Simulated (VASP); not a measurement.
Write the native input for VASP 6.6.1 that does the following.

- Task: relaxation of cell and atoms
- Functional: LDA
- Potentials or basis: VASP PAW LDA potentials, release 64 (Ba_sv)
- Cutoff: 600 eV
- k mesh: 11 × 11 × 11
- Occupations: fermi-dirac, width 0.05 eV
- Spin: no spin polarisation
- Dipole correction: no
- Further INCAR settings: ALGO = Normal; EDIFF = 1e-06; IBRION = 2; EDIFFG = -0.005; NSW = 60; ISIF = 3

The structure of Ba lies in POSCAR:

```
Ba
1.0
   -2.3789389852      2.3789389852      2.3789389852
    2.3789389852     -2.3789389852      2.3789389852
    2.3789389852      2.3789389852     -2.3789389852
Ba
1
Direct
    0.0000000000      0.0000000000      0.0000000000
```

The input as run:

INCAR

```
ALGO     = Normal         # electronic algorithm
EDIFF    = 1E-6           # SCF threshold, eV
EDIFFG   = -0.005         # ionic threshold
ENCUT    = 600            # plane-wave cutoff, eV
IBRION   = 2              # ionic algorithm
ISIF     = 3              # what is computed and relaxed
ISMEAR   = -1             # smearing method
LASPH    = T              # aspherical terms in the spheres
LCHARG   = F              # write CHGCAR
LREAL    = F              # projectors in reciprocal space
LWAVE    = F              # write WAVECAR
NELM     = 60             # most SCF steps
NSW      = 60             # ionic steps
PREC     = Accurate       # precision mode
SIGMA    = 0.05           # smearing width, eV
```

KPOINTS

```
k-points
0
Gamma
  11 11 11
```

Potentials or basis: VASP PAW LDA potentials, release 64 (Ba_sv).

Command:

```bash
$ cat potpaw_LDA.64/Ba_sv/POTCAR > POTCAR
$ mpirun -np 1 vasp_std > vasp.out
```

It gave:

| Property | Result |
| --- | --- |
| Relaxed volume | 54.29 Å³/atom |
| Relaxed cell | a = 4.132 Å, b = 4.132 Å, c = 4.132 Å, α = 109.47°, β = 109.47°, γ = 109.47° |
| Space group after relaxing (to 0.1 Å) | Im-3m (No. 229) |
| Energy gained by relaxing | 0.1 meV/atom |
| Ionic steps | 3 |
| Pressure after relaxing | 0.0 GPa |
| Band gap on the k mesh | zero (bands 5 and 6 overlap by 1.13 eV) |

Caveat: spin-orbit coupling is left out, which moves the levels of the heavy elements.

Run time: 47 s on 1 thread of Intel(R) Xeon(R) Platinum 8259CL CPU @ 2.50GHz (Skylake/Cascade Lake), on a shared host, peak memory 0.18 GiB.
